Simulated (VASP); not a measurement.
# CoMo18S36 (a cell with a defect) in VASP: single point with PBE

Aim: the single point of CoMo18S36 (a cell with a defect) with PBE.

All numbers are computed with VASP 6.6.1; they aren't measurements. Logs are shortened: lines on timing, memory, paths and dates and some standing lists are left out, and cuts for length are marked.

**1. The cell of the first run**

The cell holds a defect, 55 atoms: a = 9.367 Å, b = 9.367 Å, c = 12.083 Å, α = 90.00°, β = 90.00°, γ = 120.00°.

**2. Single point, PBE, collinear spin**

Input file INCAR:

```
SYSTEM = CoMo18S36
ALGO     = Normal         ! electronic algorithm
EDIFF    = 1E-6           ! SCF threshold, eV
ENCUT    = 520            ! plane-wave cutoff, eV
GGA      = PE             ! functional
GGA_COMPAT= .False.      
ISIF     = 2              ! what is computed and relaxed
ISMEAR   = -1             ! smearing method
ISPIN    = 2              ! spin polarisation
LASPH    = .True.         ! aspherical terms in the spheres
LCHARG   = .False.        ! write CHGCAR
LMAXMIX  = 4              ! l up to which the mixer works
LORBIT   = 11             ! projections on sites
LREAL    = Auto         
LWAVE    = .False.        ! write WAVECAR
MAGMOM   = -0.02 -0.02 0 -0.02 -0.02 -0.01 -0.02 -0.02 -0.05 -0.03 -0.02 -0.01 -0.02 -0.02 0 -0.02 -0.02 -0.03 -0.01 -0.01 0 0 -0.01 -0.01 0 0 -0.01 -0.01 0 0 -0.01 0 0 0.01 -0.01 -0.01 0.02 0.02 -0.01 -0.01 0.01 0 0 -0.01 0 0 -0.01 -0.01 0 0.02 -0.01 -0.01 0.01 0 1.44 ! initial moments
NBANDS   = 276            ! bands
NELECT   = 475.0        
NELM     = 200            ! most SCF steps
NUPDOWN  = 1.0            ! fixed moment
PREC     = Accurate       ! precision mode
SIGMA    = 0.01           ! smearing width, eV
```

Input file KPOINTS:

```
k-points
0
Gamma
  1 1 1
  0 0 0
```

Input file POSCAR:

```
CoMo18S36
1.0
    9.3669868000      0.0000000800      0.0000000000
   -4.6834934700      8.1120484800      0.0000000000
    0.0000000000      0.0000000000     12.0827026900
Mo S Co
18 36 1
Direct
    0.2248464025      0.1163296773      0.2512815285
    0.1094701767      0.2192971351      0.7479389531
    0.2193325715      0.4463570443      0.2549346019
    0.1092183450      0.5524546608      0.7474312024
    0.2238201659      0.7826520019      0.2519903103
    0.1087854839      0.8855321820      0.7484408275
    0.5564652150      0.1163010746      0.2512350157
    0.4406755921      0.2153905970      0.7477172311
    0.5592251516      0.4534654797      0.2483527963
    0.4411207295      0.5528319975      0.7442344011
    0.5548987859      0.7826744344      0.2524309402
    0.4427606950      0.8855168928      0.7485685307
    0.8893269963      0.1136498298      0.2531472534
    0.7757839108      0.2192700083      0.7480081429
    0.8919735632      0.4464053608      0.2547524407
    0.7776845759      0.5528672503      0.7442690788
    0.8927876729      0.7827051261      0.2523187136
    0.7759406955      0.8858136087      0.7467642986
    0.2192322098      0.1067761102      0.6189973545
    0.1111928335      0.2229006638      0.3818647300
    0.2195019409      0.1070288207      0.8771610352
    0.1102740225      0.2256115697      0.1236770480
    0.2181120172      0.4402771990      0.6176655332
    0.1129338802      0.5611401365      0.3831123813
    0.2216807599      0.4427798960      0.8758571051
    0.1114702700      0.5578322174      0.1244538609
    0.2207848389      0.7753538453      0.6194467572
    0.1139581305      0.8947208598      0.3807946052
    0.2200670731      0.7741788030      0.8772509158
    0.1144085404      0.8948602821      0.1226207445
    0.5535010662      0.1066597368      0.6190891386
    0.4485801601      0.2320559312      0.3779575743
    0.5534522113      0.1070125453      0.8772280732
    0.4458324300      0.2267426001      0.1210004117
    0.5522243545      0.4384633505      0.6174998418
    0.4460463063      0.5593706664      0.3804546150
    0.5536405140      0.4414581551      0.8692365665
    0.4318852661      0.5628532641      0.1248458262
    0.5540501314      0.7766512948      0.6177874431
    0.4457859519      0.8947739874      0.3807881496
    0.5548242118      0.7724539580      0.8762317729
    0.4454873099      0.8947542636      0.1226176823
    0.8873893296      0.1089044193      0.6189509245
    0.7767241816      0.2230335460      0.3817813049
    0.8869829236      0.1079301894      0.8767149430
    0.7803228937      0.2255453653      0.1236091823
    0.8880452544      0.4402585781      0.6177103908
    0.7784002806      0.5594364912      0.3802428246
    0.8870873096      0.4428506484      0.8758809408
    0.7960763812      0.5630307742      0.1243681185
    0.8885710591      0.7766331703      0.6176804306
    0.7780350241      0.8909995984      0.3812156202
    0.8839317456      0.7726698065      0.8761159876
    0.7789599493      0.8929841772      0.1231135979
    0.6133717808      0.5625278205      0.0250176643
```

Potentials or basis: VASP PAW PBE potentials, release 64 (Mo_sv, S, Co).

Command:

```sh
cat potpaw_PBE.64/Mo_sv/POTCAR potpaw_PBE.64/S/POTCAR potpaw_PBE.64/Co/POTCAR > POTCAR
mpirun -np 1 vasp_gam > vasp.out
```

OUTCAR:

```text
SYSTEM = CoMo18S36
   EDIFF = 1E-6
   ENCUT = 520
   GGA = PE
   ISIF = 2
   ISMEAR = -1
   ISPIN = 2
   LASPH = .True.
   LORBIT = 11
   LREAL = Auto
   NELECT = 475.0
   NELM = 200
   NUPDOWN = 1.0
   PREC = Accurate

 ion  position               nearest neighbor table
   1  0.225  0.116  0.251-  32 2.37  30 2.38  22 2.38  28 2.38  20 2.38  34 2.39   7 3.11  17 3.12
                             3 3.12   5 3.12  13 3.13   9 3.15
   2  0.109  0.219  0.748-  43 2.38  25 2.38  45 2.38  19 2.38  21 2.39  23 2.39  10 3.12   8 3.12
                             4 3.12   6 3.12  18 3.12  14 3.13
   3  0.219  0.446  0.255-  38 2.34  24 2.37  20 2.37  26 2.38  36 2.38  22 2.39  15 3.07  13 3.10
                             1 3.12   5 3.13  11 3.15   9 3.15
   4  0.109  0.552  0.747-  25 2.38  49 2.38  27 2.38  23 2.38  47 2.38  29 2.39  10 3.11  16 3.11
                             2 3.12   6 3.12  12 3.12  14 3.12
   5  0.224  0.783  0.252-  28 2.38  40 2.38  30 2.38  42 2.38  26 2.39  24 2.40  17 3.10  11 3.10
                             7 3.12   1 3.12  15 3.13   3 3.13
   6  0.109  0.886  0.748-  21 2.38  19 2.38  27 2.38  29 2.38  51 2.38  53 2.39   8 3.10  16 3.11
                            18 3.12   4 3.12   2 3.12  12 3.13
   7  0.556  0.116  0.251-  32 2.37  42 2.38  46 2.38  40 2.38  44 2.38  34 2.39   1 3.11  11 3.12
                            15 3.12   5 3.12  13 3.13   9 3.15
   8  0.441  0.215  0.748-  37 2.35  31 2.38  19 2.38  21 2.38  33 2.38  35 2.40   6 3.10  12 3.10
                             2 3.12  14 3.12  10 3.16  16 3.16
   9  0.559  0.453  0.248-  32 2.38  48 2.39  36 2.39  34 2.40  38 2.43  50 2.44  55 2.84  11 3.10
                            17 3.10   1 3.15   7 3.15  15 3.15   3 3.15
  10  0.441  0.553  0.744-  37 2.36  23 2.37  39 2.37  35 2.39  25 2.39  41 2.39   4 3.11  12 3.11
                             2 3.12  18 3.13  16 3.15   8 3.16
  11  0.555  0.783  0.252-  38 2.36  40 2.37  36 2.38  42 2.39  52 2.39  54 2.40   5 3.10   9 3.10
                            13 3.12   7 3.12   3 3.15  17 3.16
  12  0.443  0.886  0.749-  33 2.38  31 2.38  27 2.38  29 2.38  39 2.38  41 2.39   8 3.10  10 3.11
                            18 3.12   4 3.12  14 3.12   6 3.13
  13  0.889  0.114  0.253-  52 2.38  20 2.38  44 2.38  22 2.38  46 2.38  54 2.38   3 3.10  15 3.10
                            17 3.12  11 3.12   1 3.13   7 3.13
  14  0.776  0.219  0.748-  43 2.38  49 2.38  45 2.38  31 2.38  33 2.39  47 2.39  16 3.12   8 3.12
                             4 3.12  12 3.12  18 3.12   2 3.13
  15  0.892  0.446  0.255-  50 2.34  24 2.37  44 2.37  26 2.38  48 2.38  46 2.39   3 3.07  13 3.10
                             7 3.12   5 3.13  17 3.15   9 3.15
  16  0.778  0.553  0.744-  37 2.36  47 2.37  51 2.37  35 2.39  49 2.39  53 2.39   4 3.11   6 3.11
                            14 3.12  18 3.13  10 3.15   8 3.16
  17  0.893  0.783  0.252-  50 2.36  28 2.37  48 2.38  30 2.38  52 2.39  54 2.40   5 3.10   9 3.10
                            13 3.12   1 3.12  15 3.15  11 3.16
  18  0.776  0.886  0.747-  43 2.38  53 2.38  41 2.38  39 2.38  51 2.38  45 2.39   6 3.12  12 3.12
[... 22 lines left out ...]
  40  0.446  0.895  0.381-  11 2.37   5 2.38   7 2.38
  41  0.555  0.772  0.876-  18 2.38  12 2.39  10 2.39  55 2.91
  42  0.445  0.895  0.123-   7 2.38   5 2.38  11 2.39
  43  0.887  0.109  0.619-  18 2.38  14 2.38   2 2.38
  44  0.777  0.223  0.382-  15 2.37  13 2.38   7 2.38
  45  0.887  0.108  0.877-  14 2.38   2 2.38  18 2.39
  46  0.780  0.226  0.124-  13 2.38   7 2.38  15 2.39
  47  0.888  0.440  0.618-  16 2.37   4 2.38  14 2.39
  48  0.778  0.559  0.380-  17 2.38  15 2.38   9 2.39
  49  0.887  0.443  0.876-   4 2.38  14 2.38  16 2.39
  50  0.796  0.563  0.124-  55 2.09  15 2.34  17 2.36   9 2.44
  51  0.889  0.777  0.618-  16 2.37  18 2.38   6 2.38
  52  0.778  0.891  0.381-  13 2.38  11 2.39  17 2.39
  53  0.884  0.773  0.876-  18 2.38   6 2.39  16 2.39  55 2.92
  54  0.779  0.893  0.123-  13 2.38  17 2.40  11 2.40  55 2.93
  55  0.613  0.563  0.025-  38 2.09  50 2.09  37 2.12   9 2.84  41 2.91  53 2.92  54 2.93

  LATTYP: Found a hexagonal cell.
 ALAT       =     9.3669868000
 C/A-ratio  =     1.2899241718

  Lattice vectors:

 A1 = (   9.3669868000,   0.0000000800,   0.0000000000)
 A2 = (  -4.6834934700,   8.1120484800,   0.0000000000)
 A3 = (   0.0000000000,   0.0000000000,  12.0827026900)

[... 228 lines left out ...]
   ISIF   =      2    stress and relaxation
   ISYM   =      2    0-nonsym 1-usesym 2-fastsym
   POTIM  = 0.5000    time-step for ionic-motion
   TEBEG  =    0.0;   TEEND  =   0.0 temperature during run
   PSTRESS=    0.0 pullay stress
   NELECT =     475.0000    total number of electrons
   NUPDOWN=       1.0000    fix difference up-down
   EMIN   =  10.00;   EMAX   =-10.00  energy-range for DOS
   EFERMI =   0.00;   METHOD = LEGACY
   ISMEAR =    -1;   SIGMA  =   0.01  broadening in eV -4-tet -1-fermi 0-gaus
   EFERMI_NEDOS =   21; number of points for ismear=-14 and -15
   IALGO  =     38    algorithm
   IMIX   =      4    mixing-type and parameters
     AMIX     =   0.40;   BMIX     =  1.00
     AMIX_MAG =   1.60;   BMIX_MAG =  1.00
  volume/ion in A,a.u.               =      16.69       112.65
  Fermi-wavevector in a.u.,A,eV,Ry     =   1.314240  2.483553 23.500330  1.727226
  Thomas-Fermi vector in A             =   2.444506
   LORBIT       =     11    0 simple, 1 ext, 2 COOP (PROOUT), +10 PAW based schemes
   GGA     = PE    functional components
   LHFCALC =     F    Hartree Fock is set to
   AEXX    =    0.0000 exact exchange contribution
   IVDW    =     0    specifies the selected vdW correction
   LEPSILON=     F    determine dielectric tensor
   LRPA    =     F    only Hartree local field effects (RPA)
 spin polarized calculation
  energy-cutoff  :      520.00
  volume of cell :      918.11
 maximum number of plane-waves:     12404
 NGX is ok and might be reduce to    70
   NGX = 35   NGY = 35   NGZ = 45

 number of electron     475.0000002 magnetization       1.0000001

 Free energy of the ion-electron system (eV)
  ---------------------------------------------------
  ext. energy  EPLUGINS =         0.00000000
  ---------------------------------------------------
  free energy    TOTEN  =      -412.53463977 eV

  energy without entropy =     -412.53463977  energy(sigma->0) =     -412.53463977

 E-fermi :   8.4026     XC(G=0): -11.1643

 val. band max:        8.1432135036   @ k =   0.0000   0.0000   0.0000
 cond. band min:       8.4198487857   @ k =   0.0000   0.0000   0.0000
 fundamental gap:      0.2766352821
 Fermi energy:         8.1678484922

 spin component 1

 k-point     1 :       0.0000    0.0000    0.0000
  band No.  band energies     occupation
      1     -53.1000      1.00000
      2     -53.0780      1.00000
      3     -53.0628      1.00000
      4     -53.0453      1.00000
      5     -53.0443      1.00000
      6     -53.0438      1.00000
[... 241 lines left out ...]
    248       9.7960      0.00000
    249       9.8092      0.00000
 Fermi energy:         8.4025712751

 spin component 2

 k-point     1 :       0.0000    0.0000    0.0000
  band No.  band energies     occupation
      1     -53.1068      1.00000
      2     -53.0803      1.00000
      3     -53.0766      1.00000
      4     -53.0678      1.00000
      5     -53.0589      1.00000
      6     -53.0576      1.00000
[... 241 lines left out ...]
    248       9.7927      0.00000
    249       9.8034      0.00000
 [bands above 249 left out]

------------------------ aborting loop because EDIFF is reached ----------------------------------------

  FORCE on cell =-STRESS in cart. coord.  units (eV):
  Direction    XX          YY          ZZ          XY          YZ          ZX
  --------------------------------------------------------------------------------------
  -------------------------------------------------------------------------------------
  Total       32.4986527     28.5636817      8.4190294      0.0290437      1.3806377     -0.0487596
  in kB       56.7128409     49.8459904     14.6919037      0.0506837      2.4093271     -0.0850895
  external PRESSURE =      40.4169116 kB  Pullay stress =       0.0000000 kB

 VOLUME and BASIS-vectors are now :
 -----------------------------------------------------------------------------
  energy-cutoff  :      520.00
  volume of cell :      918.11
      direct lattice vectors                 reciprocal lattice vectors
     9.366986800  0.000000080  0.000000000     0.106757917  0.061636713  0.000000000
    -4.683493470  8.112048480  0.000000000    -0.000000001  0.123273424  0.000000000
     0.000000000  0.000000000 12.082702690     0.000000000  0.000000000  0.082762940

 POSITION                                       TOTAL-FORCE (eV/Angst)
 -----------------------------------------------------------------------------------
      1.56130      0.94367      3.03616        -0.001334     -0.001215      0.000642
     -0.00167      1.77895      9.03712        -0.002187      0.000338     -0.001188
     -0.03603      3.62087      3.08030        -0.012521     -0.006258      0.009923
     -1.56437      4.48154      9.03099        -0.003384      0.001095     -0.002856
     -1.56903      6.34891      3.04472         0.003057     -0.003309      0.002505
     -3.12839      7.18348      9.04319        -0.000024      0.003290     -0.007963
[... 47 lines left out ...]
      3.11422      7.24393      1.48755         0.000482      0.006012      0.021830
      3.11085      4.56325      0.30228         0.016525      0.009880     -0.010117
 -----------------------------------------------------------------------------------
    total drift:                                0.005731     -0.000474     -0.002218

  FREE ENERGIE OF THE ION-ELECTRON SYSTEM (eV)
  ---------------------------------------------------
  free  energy   TOTEN  =      -412.5346397675 eV

  energy  without entropy=     -412.5346397675  energy(sigma->0) =     -412.53463977

 total charge

# of ion       s       p       d       tot
------------------------------------------
    1        2.296   6.232   4.001  12.529
    2        2.294   6.231   3.997  12.521
    3        2.296   6.234   4.024  12.555
    4        2.296   6.232   4.002  12.530
    5        2.292   6.230   4.002  12.524
    6        2.295   6.230   3.999  12.524
[... 47 lines left out ...]
   54        1.364   2.341   0.000   3.705
   55        0.411   0.475   7.486   8.372
--------------------------------------------------
tot         90.803 197.016  79.615 367.433

 magnetization (x)

# of ion       s       p       d       tot
------------------------------------------
    1       -0.002   0.000  -0.018  -0.019
    2       -0.001  -0.000  -0.024  -0.026
    3       -0.001   0.000  -0.002  -0.002
    4       -0.001  -0.000  -0.025  -0.026
    5        0.000  -0.000  -0.022  -0.022
    6       -0.000   0.000  -0.009  -0.009
[... 47 lines left out ...]
   54        0.000   0.003   0.000   0.003
   55        0.013   0.018   1.359   1.390
--------------------------------------------------
tot          0.000  -0.002   0.968   0.966
```

Run time: 18 min. Hardware: 1 thread of Intel Xeon 6975P-C (Granite Rapids), shared host; peak memory 1.3 GiB.

Results:

```yaml
Free_energy: -412.5346 eV
Largest_force: 0.046 eV/Å
Net_moment: 1.00 μB per cell
Site_moments: Mo -0.02, -0.03, -0.00, -0.01, -0.06 (each value once); S -0.01, -0.00, +0.00, +0.01, +0.03, +0.02 (each value once); Co +1.39 μB
Valence_electrons_inside_the_program's_atomic_spheres: Mo 12.53, 12.52, 12.55, 12.54, 12.51 (each value once); S 3.71, 3.70, 3.75, 3.74 (each value once); Co 8.37
```

Forces in eV/Å, atoms in the order of the input:
```
Mo  -0.001 -0.001  0.001
Mo  -0.002  0.000 -0.001
Mo  -0.013 -0.006  0.010
Mo  -0.003  0.001 -0.003
Mo   0.003 -0.003  0.003
Mo   0.000  0.003 -0.008
Mo   0.005  0.000  0.001
Mo   0.001  0.004 -0.007
Mo   0.005 -0.004  0.019
Mo  -0.003 -0.007 -0.002
Mo   0.008  0.008  0.004
Mo   0.008 -0.004 -0.009
Mo  -0.003 -0.004 -0.008
Mo  -0.003  0.003 -0.003
Mo   0.008 -0.002  0.006
Mo  -0.001  0.000 -0.001
Mo  -0.002  0.002 -0.003
Mo  -0.003  0.004  0.000
S    0.001  0.000  0.020
S    0.002  0.004 -0.018
S    0.001 -0.005 -0.010
S    0.002  0.002  0.013
S    0.005  0.001  0.018
S    0.002  0.000 -0.017
S   -0.002  0.001 -0.015
S    0.001 -0.001  0.011
S   -0.003 -0.001  0.017
S    0.003 -0.002 -0.018
S   -0.004 -0.001 -0.005
S   -0.001 -0.003  0.013
S   -0.001 -0.001  0.020
S   -0.002 -0.001 -0.016
S   -0.001  0.005 -0.010
S    0.003  0.006  0.007
S   -0.001  0.000  0.016
S   -0.001 -0.001 -0.028
S    0.003 -0.023 -0.039
S   -0.027  0.004  0.000
S   -0.003  0.001  0.012
S   -0.003 -0.002 -0.015
S   -0.001  0.008 -0.006
S   -0.004  0.000  0.017
S    0.003 -0.004  0.017
S   -0.002  0.002 -0.018
S   -0.001 -0.001 -0.014
S   -0.004  0.002  0.012
S    0.002 -0.002  0.020
S    0.002  0.000 -0.014
S    0.002 -0.002 -0.010
S    0.004  0.003  0.027
S    0.002 -0.001  0.022
S    0.002  0.001 -0.016
S    0.003  0.000 -0.002
S    0.000  0.006  0.022
Co   0.017  0.010 -0.010
```

Caveat: the k points lie up to 0.77 Å⁻¹ apart; the cell carries a net charge on a neutralising background, which shifts energy and pressure; the cell is charged against a uniform background, so pressure and absolute levels hang on convention; the total moment is fixed, so each spin has its own Fermi level and the state may be an excited one.
